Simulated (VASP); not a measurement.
The system is Ta.

```xyz
1
Lattice="0.0000 2.0924 2.0924 2.0924 0.0000 2.0924 2.0924 2.0924 0.0000" Properties=species:S:1:pos:R:3 pbc="T T T"
Ta    0.0000    0.0000    0.0000
```

* Program: VASP 6.6.1
* Task: relaxation of cell and atoms
* Functional: PBE
* Potentials or basis: VASP PAW PBE potentials, release 64 (Ta_pv)
* Cutoff: 600 eV
* k mesh: 16 × 16 × 16
* Occupations: fermi-dirac, width 0.08 eV
* Spin: no spin polarisation

At the start: pressure 5.8 GPa; volume 18.32 Å³/atom.

Q: How do energy, volume and symmetry change on relaxing?

A: Over 4 steps the energy falls by 9.3 meV/atom and the volume is 18.85 Å³/atom (+2.9 %); space group Fm-3m (No. 225, to 0.05 Å).

The path:
```
step  energy change (eV)  largest force (eV/Å)  pressure (GPa)  volume (Å³)
   1              0.0000                0.0000            5.77        18.32
   2              0.0375                0.0000          -11.14        20.13
   3             -0.0093                0.0000           -0.12        18.86
   4             -0.0093                0.0000            0.00        18.85
```

Final structure:
```
Ta
1.0
     0.00000    2.11231    2.11231
     2.11231    0.00000    2.11231
     2.11231    2.11231    0.00000
Ta
1
Direct
  0.00000 0.00000 0.00000
```
